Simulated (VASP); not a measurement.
Wanted: the native input for a VASP 6.6.1 run.

```
Task                   : single point
Functional             : PBE
Potentials or basis    : VASP PAW PBE potentials, release 64 (Al, C)
Cutoff                 : 520 eV
k mesh                 : 3 × 3 × 3
Occupations            : methfessel-paxton, width 0.1 eV
Spin                   : no spin polarisation
Dipole correction      : no
Further INCAR settings : LREAL = Auto; ALGO = Normal; EDIFF = 1e-07; NBANDS = 40
```

The structure of Al16C (a cell with a defect) lies in POSCAR:

```
Al16C
1.0
   -4.0389296000      4.0389296000      4.0389296000
    4.0389296000     -4.0389296000      4.0389296000
    4.0389296000      4.0389296000     -4.0389296000
Al C
16 1
Direct
   -0.0014101508      0.0054254474      0.0054609766
   -0.0013706602      0.2492243242      0.7492315538
   -0.0014206734      0.4925745673      0.4926193811
   -0.0013814304      0.7492418288      0.2493238555
    0.2549793143      0.0056283477      0.7492618836
    0.2486080718      0.2491531420      0.4991940191
    0.2485709332      0.4991250652      0.2491926326
    0.2550485158      0.7492266020      0.0057669983
    0.4986353315     -0.0007797858      0.4992435372
    0.4985963360      0.2492182582      0.2492035266
    0.4986261707      0.4992127122     -0.0007682729
    0.4985414948      0.7492373722      0.7492339059
    0.7485780391     -0.0008777078      0.2491900329
    0.7486023029      0.2491484377     -0.0008078873
    0.7421507174      0.4928011125      0.7492820623
    0.7421868655      0.7492027095      0.4928973013
    0.9986290675      0.7488659867      0.7490238255
```

One way to write it, as run:

INCAR

```
ALGO = Normal ; EDIFF = 1E-7
ENCUT = 520 ; GGA = PE
ISIF = 2 ; ISMEAR = 1
LASPH = True ; LCHARG = True
LELF = True ; LREAL = Auto
LVHAR = True ; LWAVE = False
NBANDS = 40 ; NELM = 100
PREC = Accurate ; SIGMA = 0.1
```

KPOINTS

```
k-points
0
Gamma
  3 3 3
```

Potentials or basis: VASP PAW PBE potentials, release 64 (Al, C).

Launch:

```console
$ cat potpaw_PBE.64/Al/POTCAR potpaw_PBE.64/C/POTCAR > POTCAR
$ mpirun -np 1 vasp_std > vasp.out
```

Results of the run:

- Pressure: 1.7 GPa
- Largest force: 0.009 eV/Å
- Band gap on the k mesh: zero (bands 26 and 27 overlap by 1.66 eV)

Caveat: the k points lie up to 0.37 Å⁻¹ apart, too coarse for converged energies and pressures of a metal.

Run time: 3.9 min on 1 thread of Intel(R) Xeon(R) 6975P-C (Granite Rapids), on a shared host, peak memory 0.4 GiB.
